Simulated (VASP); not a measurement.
# Al15ZnN16 (a cell with a defect) in VASP: single point with PBEsol

Aim: the single point of Al15ZnN16 (a cell with a defect) with PBEsol.

All numbers are computed with VASP 6.6.1; they aren't measurements. Logs are shortened: lines on timing, memory, paths and dates and some standing lists are left out, and cuts for length are marked.

### Step 1. The cell of the first run

The cell holds a defect, 64 atoms: a = 8.755 Å, b = 8.755 Å, c = 8.755 Å, α = 90.00°, β = 90.00°, γ = 90.00°.

### Step 2. Single point, PBEsol, collinear spin

INCAR reads:

```
SYSTEM = Al15ZnN16
PREC = Accurate
ENCUT = 520
EDIFF = 1E-6
ISMEAR = -1
SIGMA = 0.05
LREAL = Auto
LASPH = .TRUE.
NELM = 200
ALGO = Normal
ISIF = 2
LWAVE = .FALSE.
LCHARG = .TRUE.
ISPIN = 2
MAGMOM = 0 0 0 0 0 0 0 0 0 0 0 0 0 0 0 0 0 0 0 0 0 0 0 0 0 0 0 0 0 0 0.222 0.222 0 0.222 0 0 0 0 0 0.222 0 0.222 0 0 0 0 0 0 0.222 0 0.222 0 0 0 0 0 0.222 0 0 0 0.222 0 0 0
LORBIT = 11
GGA = PS
LELF = .TRUE.
LVHAR = .TRUE.
NBANDS = 179
ISYM = 0
GGA_COMPAT = .FALSE.
```

KPOINTS reads:

```
Automatic mesh
0
Gamma
  1 1 1
  0.25 0.25 0.25
```

POSCAR reads:

```
Al15ZnN16
1.0
    8.7554440000      0.0000000000      0.0000000000
    0.0000000000      8.7554440000      0.0000000000
    0.0000000000      0.0000000000      8.7554440000
Al Zn N
30 2 32
Direct
    0.9999410000      0.9994790000      0.9999040000
    0.9998160000      0.9993590000      0.5001820000
    0.9995170000      0.5006720000      0.0002680000
    0.9997280000      0.4997390000      0.5005760000
    0.5011160000      0.9990550000      0.0002670000
    0.5001980000      0.9992710000      0.5005700000
    0.5004880000      0.5000320000      0.9996880000
    0.2498080000      0.2493430000      0.0000680000
    0.2503820000      0.7500910000      0.0001470000
    0.2498800000      0.7503600000      0.5003690000
    0.7505370000      0.2499330000      0.0001410000
    0.7508060000      0.2494240000      0.5003640000
    0.7504400000      0.7499750000      0.9997060000
    0.7495200000      0.7490660000      0.5018340000
    0.2493220000      0.9986150000      0.2484130000
    0.2515950000      0.9992840000      0.7509340000
    0.2498450000      0.4995650000      0.2477340000
    0.2488950000      0.5028530000      0.7532200000
    0.7503280000      0.9993660000      0.2506530000
    0.7506630000      0.9990970000      0.7499470000
    0.7507070000      0.5001540000      0.2490500000
    0.7503550000      0.5002020000      0.7510980000
    0.9990650000      0.2488660000      0.2484140000
    0.9997210000      0.2511440000      0.7509310000
    0.9998330000      0.7498520000      0.2506480000
    0.9995400000      0.7502070000      0.7499490000
    0.5000290000      0.2493640000      0.2477280000
    0.5033050000      0.2484580000      0.7532150000
    0.5005920000      0.7502550000      0.2490450000
    0.5006610000      0.7499050000      0.7511100000
    0.5016780000      0.5012340000      0.4984560000
    0.2514820000      0.2510200000      0.4993550000
    0.1247790000      0.1243180000      0.1241940000
    0.1196610000      0.1192140000      0.6323740000
    0.1236860000      0.6265120000      0.1236860000
    0.1251000000      0.6252520000      0.6254060000
    0.6269700000      0.1232300000      0.1236790000
    0.6257160000      0.1246490000      0.6254110000
    0.6256770000      0.6252210000      0.1246330000
    0.6304470000      0.6300040000      0.6330620000
    0.3752360000      0.3747790000      0.1237210000
    0.3728440000      0.3723810000      0.6376850000
    0.3751180000      0.8748400000      0.1233230000
    0.3754950000      0.8747910000      0.6257190000
    0.8753010000      0.3746570000      0.1233160000
    0.8752390000      0.3750310000      0.6257210000
    0.8752900000      0.8748290000      0.1252370000
    0.8754080000      0.8749550000      0.6250170000
    0.3808270000      0.1174470000      0.3670080000
    0.3756520000      0.1242510000      0.8763950000
    0.3679830000      0.6307720000      0.3672740000
    0.3752800000      0.6262510000      0.8767000000
    0.8759330000      0.1240400000      0.3749320000
    0.8751010000      0.1245370000      0.8754100000
    0.8744590000      0.6254450000      0.3751600000
    0.8762020000      0.6253770000      0.8759030000
    0.1178960000      0.3803680000      0.3670190000
    0.1247060000      0.3751980000      0.8763750000
    0.1244970000      0.8754860000      0.3749240000
    0.1249860000      0.8746390000      0.8754150000
    0.6312480000      0.3675200000      0.3672630000
    0.6267130000      0.3748180000      0.8767030000
    0.6259050000      0.8739970000      0.3751710000
    0.6258310000      0.8757490000      0.8759110000
```

Potentials or basis: VASP PAW PBE potentials, release 64 (Al, Zn, N).

Command:

```
$ cat potpaw_PBE.64/Al/POTCAR potpaw_PBE.64/Zn/POTCAR potpaw_PBE.64/N/POTCAR > POTCAR
$ mpirun -np 1 vasp_std > vasp.out
```

OUTCAR:

```text
SYSTEM = Al15ZnN16
   PREC = Accurate
   ENCUT = 520
   EDIFF = 1E-6
   ISMEAR = -1
   LREAL = Auto
   LASPH = .TRUE.
   NELM = 200
   ISIF = 2
   ISPIN = 2
   LORBIT = 11
   GGA = PS
   ISYM = 0

 ion  position               nearest neighbor table
   1  1.000  0.999  1.000-  33 1.89  60 1.89  54 1.89  47 1.89  15 3.08  23 3.08  13 3.09  26 3.09
                            20 3.09   8 3.09   9 3.09  11 3.09  19 3.10  25 3.10  16 3.10  24 3.10
   2  1.000  0.999  0.500-  34 1.88  48 1.89  59 1.89  53 1.89  20 3.09  26 3.09  19 3.09  25 3.09
                            10 3.09  12 3.09  14 3.10  15 3.10  23 3.10  16 3.11  24 3.11  32 3.12
   3  1.000  0.501  0.000-  56 1.88  45 1.89  35 1.89  58 1.89  18 3.07  21 3.08  17 3.08  22 3.09
                            13 3.09  24 3.09  25 3.09  11 3.09  26 3.09  23 3.10   9 3.10   8 3.11
   4  1.000  0.500  0.501-  57 1.88  46 1.89  36 1.90  55 1.90  24 3.09  12 3.09  14 3.09  26 3.09
                            22 3.09  25 3.10  32 3.10  21 3.10  10 3.10  18 3.11  17 3.11  23 3.11
   5  0.501  0.999  0.000-  64 1.88  43 1.89  37 1.89  50 1.89  28 3.07  29 3.08  27 3.08  30 3.09
                            13 3.09  16 3.09  19 3.09   9 3.09  20 3.09  15 3.10  11 3.10   8 3.11
   6  0.500  0.999  0.501-  49 1.88  44 1.89  38 1.90  63 1.90  16 3.09  10 3.09  14 3.09  20 3.09
                            30 3.09  19 3.10  32 3.10  29 3.10  12 3.10  28 3.11  27 3.11  15 3.11
   7  0.500  0.500  1.000-  52 1.89  62 1.89  41 1.89  39 1.90  28 3.08  18 3.08  30 3.09  22 3.09
                            17 3.09  27 3.09  29 3.09  21 3.09  13 3.09  11 3.10   9 3.10   8 3.10
   8  0.250  0.249  0.000-  33 1.89  41 1.89  50 1.89  58 1.89  27 3.08  17 3.08  15 3.09  23 3.09
                            16 3.09  24 3.09   1 3.09  28 3.10  18 3.10   7 3.10   5 3.11   3 3.11
   9  0.250  0.750  0.000-  52 1.88  43 1.88  35 1.89  60 1.89  18 3.06  15 3.08  17 3.08  16 3.09
[... 29 lines left out ...]
  24  1.000  0.251  0.751-  34 1.87  46 1.89  58 1.89  54 1.90  11 3.09  22 3.09   3 3.09   4 3.09
                             8 3.09  12 3.09   1 3.10  18 3.10  20 3.10   2 3.11  32 3.12  16 3.12
  25  1.000  0.750  0.251-  35 1.89  55 1.89  59 1.89  47 1.90  15 3.08  21 3.09  19 3.09   2 3.09
                             3 3.09  10 3.09   4 3.10  17 3.10  13 3.10   1 3.10   9 3.10  14 3.10
  26  1.000  0.750  0.750-  48 1.89  56 1.89  36 1.90  60 1.90  18 3.08  20 3.08  14 3.08  13 3.09
                             2 3.09  22 3.09   1 3.09   4 3.09   3 3.09  10 3.10   9 3.10  16 3.10
  27  0.500  0.249  0.248-  61 1.87  49 1.87  41 1.89  37 1.91   5 3.08   8 3.08  11 3.08   7 3.09
                            32 3.10  19 3.10  17 3.10  15 3.10  21 3.10  31 3.11   6 3.11  12 3.12
  28  0.503  0.248  0.753-  42 1.87  62 1.89  38 1.89  50 1.90  11 3.06   5 3.07  20 3.08   7 3.08
                            22 3.09  12 3.10   8 3.10  16 3.10   6 3.11  32 3.13  31 3.14  18 3.15
  29  0.501  0.750  0.249-  51 1.87  39 1.89  63 1.90  43 1.90   5 3.08  31 3.09  19 3.09   9 3.09
                            13 3.09   7 3.09  15 3.09  21 3.10   6 3.10  17 3.10  14 3.11  10 3.11
  30  0.501  0.750  0.751-  40 1.86  52 1.89  44 1.90  64 1.90  14 3.08   5 3.09  13 3.09  16 3.09
                             7 3.09  18 3.09  20 3.09   9 3.09  22 3.09   6 3.09  31 3.10  10 3.10
  31  0.502  0.501  0.498-  40 1.98  51 1.99  61 1.99  42 2.01  14 3.07  29 3.09  21 3.09  10 3.10
                            12 3.10  22 3.10  30 3.10  17 3.11  27 3.11  28 3.14  18 3.14
  32  0.251  0.251  0.499-  42 1.93  49 2.00  57 2.00  34 2.01  17 3.10  27 3.10   6 3.10   4 3.10
                            16 3.12   2 3.12  24 3.12  15 3.12  23 3.12  28 3.13  18 3.13
  33  0.125  0.124  0.124-   1 1.89   8 1.89  15 1.89  23 1.89
  34  0.120  0.119  0.632-  16 1.87  24 1.87   2 1.88  32 2.01
  35  0.124  0.627  0.124-   3 1.89   9 1.89  25 1.89  17 1.91
  36  0.125  0.625  0.625-  18 1.89  10 1.90  26 1.90   4 1.90
  37  0.627  0.123  0.124-   5 1.89  11 1.89  19 1.89  27 1.91
  38  0.626  0.125  0.625-  28 1.89  12 1.90  20 1.90   6 1.90
[... 24 lines left out ...]
  63  0.626  0.874  0.375-  19 1.89  29 1.90  14 1.90   6 1.90
  64  0.626  0.876  0.876-   5 1.88  20 1.89  13 1.89  30 1.90

IMPORTANT INFORMATION: All symmetrisations will be switched off!
NOSYMM: (Re-)initialisation of all symmetry stuff for point group C_1.

----------------------------------------------------------------------------------------

                                     Primitive cell

  volume of cell :     671.1731

  direct lattice vectors                    reciprocal lattice vectors
     8.755444000  0.000000000  0.000000000     0.114214653  0.000000000  0.000000000
     0.000000000  8.755444000  0.000000000     0.000000000  0.114214653  0.000000000
     0.000000000  0.000000000  8.755444000     0.000000000  0.000000000  0.114214653

  length of vectors
     8.755444000  8.755444000  8.755444000     0.114214653  0.114214653  0.114214653

  position of ions in fractional coordinates (direct lattice)
     0.999941000  0.999479000  0.999904000
[... 200 lines left out ...]
     AMIX     =   0.40;   BMIX     =  1.00
     AMIX_MAG =   1.60;   BMIX_MAG =  1.00
  volume/ion in A,a.u.               =      10.49        70.77
  Fermi-wavevector in a.u.,A,eV,Ry     =   1.214452  2.294981 20.067130  1.474892
  Thomas-Fermi vector in A             =   2.349871
   LORBIT       =     11    0 simple, 1 ext, 2 COOP (PROOUT), +10 PAW based schemes
   GGA     = PS    functional components
   LHFCALC =     F    Hartree Fock is set to
   AEXX    =    0.0000 exact exchange contribution
   IVDW    =     0    specifies the selected vdW correction
   LEPSILON=     F    determine dielectric tensor
   LRPA    =     F    only Hartree local field effects (RPA)
 spin polarized calculation
  energy-cutoff  :      520.00
  volume of cell :      671.17
 maximum number of plane-waves:     18052
 NGX is ok and might be reduce to    70
   NGX = 33   NGY = 33   NGZ = 33

 number of electron     273.9999968 magnetization       0.0539985

 number of electron     273.9999968 magnetization      -0.0083904

 Free energy of the ion-electron system (eV)
  ---------------------------------------------------
  ext. energy  EPLUGINS =         0.00000000
  ---------------------------------------------------
  free energy    TOTEN  =      -485.69397883 eV

  energy without entropy =     -485.56249629  energy(sigma->0) =     -485.62823756

 E-fermi :   5.8753     XC(G=0): -11.1600

 val. band max:        5.8463160111   @ k =   0.2500   0.2500   0.2500
 cond. band min:       5.8887414947   @ k =   0.2500   0.2500   0.2500
 fundamental gap:      0.0424254836
 Fermi energy:         5.8753332579

 spin component 1

 k-point     1 :       0.2500    0.2500    0.2500
  band No.  band energies     occupation
      1      -9.1675      1.00000
      2      -8.6204      1.00000
      3      -8.6121      1.00000
      4      -8.5534      1.00000
      5      -8.1325      1.00000
      6      -8.1166      1.00000
[... 597 lines left out ...]
    148      11.3837      0.00000
    149      11.3962      0.00000
 Fermi energy:         5.8753332579

 spin component 2

 k-point     1 :       0.2500    0.2500    0.2500
  band No.  band energies     occupation
      1      -9.1677      1.00000
      2      -8.6206      1.00000
      3      -8.6122      1.00000
      4      -8.5537      1.00000
      5      -8.1327      1.00000
      6      -8.1168      1.00000
[... 597 lines left out ...]
    148      11.3836      0.00000
    149      11.3961      0.00000
 [bands above 149 left out]

------------------------ aborting loop because EDIFF is reached ----------------------------------------

  FORCE on cell =-STRESS in cart. coord.  units (eV):
  Direction    XX          YY          ZZ          XY          YZ          ZX
  --------------------------------------------------------------------------------------
  -------------------------------------------------------------------------------------
  Total        6.2175984      6.2248129      7.8790624     -1.5548117      0.7143832      0.7250888
  in kB       14.8422152     14.8594372     18.8083456     -3.7115376      1.7053255      1.7308811
  external PRESSURE =      16.1699993 kB  Pullay stress =       0.0000000 kB

 VOLUME and BASIS-vectors are now :
 -----------------------------------------------------------------------------
  energy-cutoff  :      520.00
  volume of cell :      671.17
      direct lattice vectors                 reciprocal lattice vectors
     8.755444000  0.000000000  0.000000000     0.114214653  0.000000000  0.000000000
     0.000000000  8.755444000  0.000000000     0.000000000  0.114214653  0.000000000
     0.000000000  0.000000000  8.755444000     0.000000000  0.000000000  0.114214653

 POSITION                                       TOTAL-FORCE (eV/Angst)
 -----------------------------------------------------------------------------------
      8.75493      8.75088      8.75460         0.023088      0.026283      0.020510
      8.75383      8.74983      4.37932         0.106193      0.107707     -0.284271
      8.75122      4.38361      0.00235         0.104037     -0.085095      0.082730
      8.75306      4.37544      4.38277         0.069444      0.011412     -0.136584
      4.38749      8.74717      0.00234        -0.084606      0.106406      0.082786
      4.37946      8.74906      4.38271         0.011903      0.069876     -0.135181
[... 56 lines left out ...]
      5.48008      7.65223      3.28479         0.021081     -0.080937      0.095927
      5.47943      7.66757      7.66899         0.050516     -0.109795     -0.100350
 -----------------------------------------------------------------------------------
    total drift:                                0.000842      0.000113     -0.004089

  FREE ENERGIE OF THE ION-ELECTRON SYSTEM (eV)
  ---------------------------------------------------
  free  energy   TOTEN  =      -485.6939788267 eV

  energy  without entropy=     -485.5624962948  energy(sigma->0) =     -485.62823756

 total charge

# of ion       s       p       d       tot
------------------------------------------
    1        0.371   0.448   0.000   0.819
    2        0.373   0.450   0.000   0.823
    3        0.373   0.452   0.000   0.824
    4        0.371   0.445   0.000   0.816
    5        0.373   0.452   0.000   0.824
    6        0.371   0.445   0.000   0.816
[... 56 lines left out ...]
   63        1.219   2.616   0.000   3.834
   64        1.220   2.622   0.000   3.842
--------------------------------------------------
tot         51.327  98.162  19.627 169.117

 magnetization (x)

# of ion       s       p       d       tot
------------------------------------------
    1        0.000   0.000   0.000   0.000
    2        0.000  -0.000   0.000  -0.000
    3        0.000  -0.000   0.000   0.000
    4        0.000  -0.000   0.000  -0.000
    5        0.000  -0.000   0.000   0.000
    6        0.000  -0.000   0.000  -0.000
[... 56 lines left out ...]
   63       -0.000  -0.000   0.000  -0.000
   64       -0.000  -0.000   0.000  -0.000
--------------------------------------------------
tot          0.000  -0.005  -0.001  -0.005
```

It took 69 min on 1 thread of Intel Xeon 8259CL, shared host; peak memory 1.3 GiB.

Results:

```
Free energy                                           : -485.6940 eV
Pressure                                              : 1.6 GPa
Largest force                                         : 0.498 eV/Å
Band gap on the k mesh                                : zero (filled and empty bands overlap)
Net moment                                            : -0.01 μB per cell
Valence electrons inside the program's atomic spheres : Al 0.82; Zn 10.99, 11.01; N 3.84, 3.79, 3.81, 3.73, 3.80, 3.85, 3.83 (each value once)
```

Forces on the atoms (eV/Å):
```
Al   0.023  0.026  0.021
Al   0.106  0.108 -0.284
Al   0.104 -0.085  0.083
Al   0.069  0.011 -0.137
Al  -0.085  0.106  0.083
Al   0.012  0.070 -0.135
Al  -0.010 -0.009  0.135
Al   0.040  0.044  0.005
Al  -0.095  0.053  0.089
Al   0.024 -0.029 -0.118
Al   0.055 -0.096  0.090
Al  -0.025  0.023 -0.117
Al   0.022  0.026  0.130
Al   0.080  0.078 -0.458
Al   0.018  0.029  0.064
Al   0.046  0.016  0.063
Al  -0.056  0.012  0.026
Al  -0.088 -0.100 -0.101
Al  -0.003  0.037  0.013
Al  -0.037  0.172  0.042
Al   0.018 -0.060  0.047
Al   0.173 -0.239  0.086
Al   0.031  0.017  0.063
Al   0.018  0.043  0.062
Al   0.038  0.002  0.013
Al   0.176 -0.037  0.041
Al   0.012 -0.051  0.027
Al  -0.100 -0.090 -0.098
Al  -0.055  0.016  0.051
Al  -0.239  0.172  0.086
Zn  -0.215 -0.217 -0.147
Zn  -0.114 -0.113 -0.297
N   -0.030 -0.029 -0.034
N   -0.101 -0.101  0.074
N    0.005 -0.023 -0.083
N   -0.063  0.023  0.051
N   -0.023  0.003 -0.082
N    0.020 -0.063  0.050
N   -0.006 -0.005 -0.087
N    0.095  0.094  0.083
N   -0.004 -0.005 -0.069
N    0.289  0.291  0.283
N    0.051 -0.039 -0.076
N    0.031 -0.073  0.031
N   -0.040  0.053 -0.075
N   -0.074  0.033  0.030
N   -0.025 -0.026 -0.051
N   -0.071 -0.071  0.145
N    0.081  0.007  0.128
N    0.019 -0.069 -0.007
N    0.057  0.103  0.133
N    0.105 -0.027 -0.082
N    0.000 -0.066  0.055
N   -0.054 -0.032 -0.032
N   -0.082  0.022  0.099
N   -0.110  0.049 -0.100
N    0.008  0.081  0.126
N   -0.069  0.018 -0.003
N   -0.066 -0.002  0.056
N   -0.030 -0.053 -0.034
N    0.099  0.058  0.133
N   -0.028  0.107 -0.083
N    0.021 -0.081  0.096
N    0.051 -0.110 -0.100
```

Stress tensor (GPa, compression positive):
```
 1.48 -0.37  0.17
-0.37  1.49  0.17
 0.17  0.17  1.88
```

Caveat: the PAW data sets were made with another functional, which shifts forces and pressure a little.

The gap in the log of VASP goes by the Fermi energy; the results here count the filled bands.